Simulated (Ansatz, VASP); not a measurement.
## BiTe in VASP and in Ansatz

POSCAR

```
BiTe
1.0
    0.0000000000      3.2350000000      3.2350000000
    3.2350000000      0.0000000000      3.2350000000
    3.2350000000      3.2350000000      0.0000000000
Bi Te
1 1
Direct
    0.0000000000      0.0000000000      0.0000000000
    0.5000000000      0.5000000000      0.5000000000
```

File INCAR.step1:

```
SYSTEM = BiTe
  PREC = Accurate
  ENCUT = 520
  EDIFF = 1E-5
  ISMEAR = -1
  SIGMA = 0.05
  LREAL = .False.
  LASPH = .True.
  NELM = 100
  ALGO = Normal
  ISIF = 2
  LWAVE = .True.
  NBANDS = 18
  GGA = PE
```

The input INCAR.step2:

```
SYSTEM = BiTe
  PREC = Accurate
  ENCUT = 520
  EDIFF = 1E-7
  ISMEAR = -1
  SIGMA = 0.05
  LREAL = .False.
  LASPH = .True.
  NELM = 100
  ALGO = Normal
  ISIF = 2
  LWAVE = .False.
  LCHARG = .True.
  GGA = B3
  LHFCALC = .True.
  AEXX = 0.2
  AGGAX = 0.72
  AGGAC = 0.81
  ALDAC = 0.19
  PRECFOCK = Normal
  LELF = .True.
  LVHAR = .True.
  NBANDS = 18
  ISTART = 1
```

The input KPOINTS:

```
regular mesh
0
Gamma
  4 4 4
  0 0 0
```

The input input:

```
crystal:
  lattice:
    - [0.0, 3.235, 3.235]
    - [3.235, 0.0, 3.235]
    - [3.235, 3.235, 0.0]
  atoms:
    - { symbol: Bi, position: [0.0, 0.0, 0.0] }
    - { symbol: Te, position: [0.5, 0.5, 0.5] }
hamiltonian:
  xc: b3lyp
  pseudopotentials: { kind: paw }
kpoints:
  mp_grid: { grid: [4, 4, 4] }
scf:
  occupations: { method: fermi_dirac, width: 0.05 }
output:
  forces: true
  stress: true
  eigenvalues: true
```

Alike in both runs: task single point; functional B3LYP; k mesh 4 × 4 × 4; occupations fermi-dirac, width 0.05 eV; no spin polarisation.

```csv
,VASP,Ansatz
version,VASP 6.6.1,Ansatz 0.2.0
potentials or method,"VASP PAW PBE potentials, release 64 (Bi_d, Te)",Ansatz PAW
plane-wave cutoff (eV),520,420
valence electrons in the cell,21,31
```

VASP gave:

```
gap on the k mesh at the Fermi level (eV) : none
pressure (GPa)                            : 1.9
```

What did Ansatz give for the same quantities?

gap on the k mesh at the Fermi level (eV): none; pressure (GPa): 2.0.

VASP's potentials were made for PBE, not for B3LYP. A gap of «none» marks a metal or a gap that the smearing closes. VASP's potentials hold 21 valence electrons a cell and Ansatz's 31, so a difference there can come from the potentials and not from the codes.

The k mesh is coarse, so the values compare programs but aren't converged. Spin-orbit coupling is off throughout.
